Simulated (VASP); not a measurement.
# SmInO: relaxation of cell and atoms with PBE

The system is SmInO.

```xyz
6
Lattice="3.7971 0.0000 0.0000 -1.8985 3.2884 0.0000 0.0000 0.0000 11.3083" Properties=species:S:1:pos:R:3 pbc="T T T"
Sm    0.0000    0.0000    1.1947
Sm    0.0000    0.0000    6.8488
In    1.8985    1.0961    3.8315
In    0.0000    2.1923    9.4856
O     1.8985    1.0961    6.3889
O     0.0000    2.1923    0.7347
```

The cell was generated, and may not be a known phase.

```
Program                : VASP 6.6.1
Task                   : relaxation of cell and atoms
Functional             : PBE
Potentials or basis    : VASP PAW PBE potentials, release 64 (Sm_3, In_d, O), 4f in core
Cutoff                 : 600 eV
k mesh                 : 12 × 12 × 4
Occupations            : gaussian, width 0.1 eV
Spin                   : no spin polarisation
Dipole correction      : no
Further INCAR settings : ALGO = Normal; EDIFF = 1e-07; IBRION = 2; EDIFFG = -0.01; NSW = 100; ISIF = 3
```

- Relaxed volume: 23.20 Å³/atom
- Relaxed cell: a = 3.830 Å, b = 3.830 Å, c = 10.959 Å, α = 90.00°, β = 90.00°, γ = 120.00°
- Space group after relaxing (to 0.1 Å): P6_3mc (No. 186)
- Energy gained by relaxing: 5.1 meV/atom
- Ionic steps: 14
- Pressure after relaxing: 0.0 GPa
- Largest force after relaxing: 0.006 eV/Å
- Band gap on the k mesh: zero (bands 30 and 31 overlap by 2.12 eV)

Forces in eV/Å, atoms in the order of the input:
```
Sm   0.000  0.000  0.003
Sm   0.000  0.000  0.003
In   0.000  0.000 -0.006
In   0.000  0.000 -0.006
O    0.000  0.000  0.003
O    0.000  0.000  0.003
```

The path:
```csv
step,energy change (eV),largest force (eV/Å),pressure (GPa),volume (Å³)
1,0.0000,0.1078,0.62,141.20
2,-0.0117,0.0546,-0.77,143.07
3,-0.0118,0.0536,-0.64,142.88
4,-0.0209,0.0646,-0.42,141.72
5,-0.0269,0.0780,0.00,139.90
6,-0.0270,0.0784,0.05,139.74
7,-0.0281,0.0558,-0.03,139.73
8,-0.0289,0.0399,-0.13,139.71
9,-0.0295,0.0501,0.16,139.12
10,-0.0295,0.0498,0.15,139.13
11,-0.0301,0.0347,0.09,139.18
12,-0.0306,0.0135,-0.04,139.28
13,-0.0306,0.0154,-0.02,139.27
14,-0.0306,0.0063,0.01,139.20
```

Final structure:
```
Sm In O
1.0
     3.82964    0.00000    0.00000
    -1.91482    3.31656    0.00000
     0.00000    0.00000   10.95948
Sm In O
2 2 2
Direct
  0.00000 0.00000 0.10833
  0.00000 0.00000 0.60833
  0.66667 0.33333 0.34057
  0.33333 0.66667 0.84057
  0.66667 0.33333 0.56055
  0.33333 0.66667 0.06055
```

Levels at points of the mesh, in eV from the Fermi level:
```tsv
k point	band 26	band 27	band 28	band 29	band 30	band 31	band 32	band 33	band 34	band 35
(0.00, 0.00, 0.00)	-5.82	-5.35	-4.15	-1.61	1.22	1.73	2.02	2.36	2.36	2.54
(0.50, 0.00, 0.00)	-4.78	-3.93	-3.29	-2.43	-1.68	0.74	0.89	1.19	1.38	1.94
(0.00, 0.00, 0.50)	-5.84	-4.85	-4.85	-0.34	-0.34	1.95	1.95	2.44	2.44	2.44
(0.50, 0.00, 0.50)	-4.79	-3.62	-3.62	-2.07	-2.07	0.79	0.79	1.69	1.69	1.78
```

Wall time 25 min on 1 thread of AMD EPYC 9R45 96-Core Processor (Zen 5) (shared host), peak memory 0.48 GiB.

Caveat: spin-orbit coupling is left out, which moves the levels of the heavy elements; the 4f electrons are frozen in the core, so they carry no moment and show no levels; the run has no spin polarisation, though such a crystal can be magnetic. With open d or f shells a metallic result of PBE can be an artefact of self-interaction; +U or a hybrid may open a gap.
